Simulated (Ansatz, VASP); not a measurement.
**Two plane-wave programs on Ag**

Contents of INCAR:

```
SYSTEM = Ag
PREC     = Accurate       ! precision mode
ENCUT    = 400            ! plane-wave cutoff, eV
EDIFF    = 1E-8           ! SCF threshold, eV
ISMEAR   = -1             ! smearing method
SIGMA    = 0.03           ! smearing width, eV
LREAL    = .False.        ! projectors in reciprocal space
LASPH    = .True.         ! aspherical terms in the spheres
NELM     = 120            ! most SCF steps
ALGO     = Normal         ! electronic algorithm
ISIF     = 2              ! what is computed and relaxed
LWAVE    = .False.        ! write WAVECAR
LCHARG   = .False.        ! write CHGCAR
GGA      = PE             ! functional
LEFG     = .True.       
NBANDS   = 18             ! bands
GGA_COMPAT= .False.
```

Contents of KPOINTS:

```
regular mesh
0
Gamma
  13 13 7
  0 0 0
```

POSCAR

```
Ag
1.0
    2.9542140387      0.0000000000      0.0000000000
   -1.4771070194      2.5584244058      0.0000000000
    0.0000000000      0.0000000000      4.8295885721
Ag
2
Direct
    0.3333333333      0.6666666667      0.2500000000
    0.6666666667      0.3333333333      0.7500000000
```

Input for Ansatz:

```yaml
crystal:
  lattice:
    - [2.9542140387, 0.0, 0.0]
    - [-1.4771070194, 2.5584244058, 0.0]
    - [0.0, 0.0, 4.8295885721]
  atoms:
    - { symbol: Ag, position: [0.3333333333, 0.6666666667, 0.25] }
    - { symbol: Ag, position: [0.6666666667, 0.3333333333, 0.75] }
kpoints:
  mp_grid: { grid: [13, 13, 7] }
scf:
  occupations: { method: fermi_dirac, width: 0.03 }
hamiltonian:
  xc: pbe
  pseudopotentials: { kind: paw }
output:
  forces: true
  stress: true
  eigenvalues: true
  efg: { contact_densities: true }
```

Change from the starting cell: volume scaled by 1.025, PAW files.

Alike in both runs: task electric field gradients; functional PBE; k mesh 13 × 13 × 7; occupations fermi-dirac, width 0.03 eV; no spin polarisation.

```csv
,VASP,Ansatz
version,VASP 6.6.1,Ansatz 0.2.0
potentials or method,"VASP PAW PBE potentials, release 64 (Ag)","PAW with Ansatz's default frozen-core files, scalar-relativistic"
plane-wave cutoff (eV),400,420
valence electrons in the cell,22,38
```

```tsv
	VASP	Ansatz	Ansatz less VASP
pressure (GPa)	-2.3	-1.9	+0.42
traceless stress, the component that is largest in VASP (GPa)	1.06	1.06	0.000
size of Vzz on the site where it differs most (V/Å²)	4.9	5.6	+0.65
```

VASP's potentials hold 22 valence electrons a cell and Ansatz's 38, so a difference there can come from the potentials and not from the codes.
